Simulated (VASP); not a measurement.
Write the native input for VASP 6.6.1 that does the following.

```yaml
Task: relaxation of cell and atoms
Functional: PBE
Potentials_or_basis: VASP PAW PBE potentials, release 64 (K_sv, Mg, F)
Cutoff: 600 eV
k_mesh: 6 × 6 × 6
Occupations: gaussian, width 0.01 eV
Spin: no spin polarisation
Dipole_correction: no
Further_INCAR_settings: ALGO = Normal; EDIFF = 1e-06; IBRION = 2; EDIFFG = -0.03; NSW = 80; ISIF = 3
```

The structure of KMgF3 lies in POSCAR:

```
KMgF3
1.0
    3.9859000000      0.0000000000      0.0000000000
    0.0000000000      3.9859000000      0.0000000000
    0.0000000000      0.0000000000      3.9859000000
K Mg F
1 1 3
Direct
    0.5000000000      0.5000000000      0.5000000000
    0.0000000000      0.0000000000      0.0000000000
    0.5000000000      0.0000000000      0.0000000000
    0.0000000000      0.5000000000      0.0000000000
    0.0000000000      0.0000000000      0.5000000000
```

The input as run:

INCAR

```
SYSTEM = KMgF3
PREC = Accurate
ENCUT = 600
EDIFF = 1E-6
ISMEAR = 0
SIGMA = 0.01
LREAL = .False.
LASPH = .True.
NELM = 100
ALGO = Normal
ISIF = 3
LWAVE = .False.
LCHARG = .False.
GGA = PE
IBRION = 2
NSW = 80
EDIFFG = -0.03
```

KPOINTS

```
Automatic mesh
0
Gamma
  6 6 6
  0 0 0
```

Potentials or basis: VASP PAW PBE potentials, release 64 (K_sv, Mg, F).

The run is started by

```sh
$ cat potpaw_PBE.64/K_sv/POTCAR potpaw_PBE.64/Mg/POTCAR potpaw_PBE.64/F/POTCAR > POTCAR
$ mpirun -np 1 vasp_std > vasp.out
```

It gave:

* Relaxed volume: 13.24 Å³/atom
* Relaxed cell: a = 4.045 Å, b = 4.045 Å, c = 4.045 Å, α = 90.00°, β = 90.00°, γ = 90.00°
* Space group after relaxing (to 0.1 Å): Pm-3m (No. 221)
* Energy gained by relaxing: 5.5 meV/atom
* Ionic steps: 3
* Pressure after relaxing: 0.0 GPa
* Band gap on the k mesh: 6.98 eV (least direct gap 7.30 eV)

It took 110 s on 1 thread of Intel Xeon 8259CL (shared host), peak memory 0.2 GiB.
